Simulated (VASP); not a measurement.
BP, 4 atoms in the cell. It takes space group P6_3/mmc (No. 194, hexagonal). Conventional cell: a = 3.216 Å, b = 3.216 Å, c = 9.176 Å, α = 90.00°, β = 90.00°, γ = 120.00°. Within 2.5 Å of B (site symmetry -6m2) lie 3 P at 1.86 Å. Within 2.5 Å of P (site symmetry -6m2) lie 3 B at 1.86 Å. 

- Program: VASP 6.6.1
- Task: single point
- Functional: PBE
- Potentials or basis: VASP PAW PBE potentials, release 64 (B, P)
- Cutoff: 520 eV
- k mesh: 6 × 6 × 2
- Occupations: gaussian, width 0.1 eV
- Spin: no spin polarisation
- Dipole correction: no
- Further INCAR settings: ALGO = Normal; EDIFF = 1e-06; NBANDS = 16

Potentials or basis: VASP PAW PBE potentials, release 64 (B, P).

The run is started by

```bash
$ cat potpaw_PBE.64/B/POTCAR potpaw_PBE.64/P/POTCAR > POTCAR
$ mpirun -np 1 vasp_std > vasp.out
```

Hardware: 1 thread of Intel(R) Xeon(R) 6975P-C (Granite Rapids), with other jobs on the host.

Question: Estimate the wall time of this run.

Answer: Run time: 9.1 s on 1 thread of Intel(R) Xeon(R) 6975P-C (Granite Rapids), on a shared host, peak memory 0.18 GiB. Counts: scf iterations 13, k points 14.
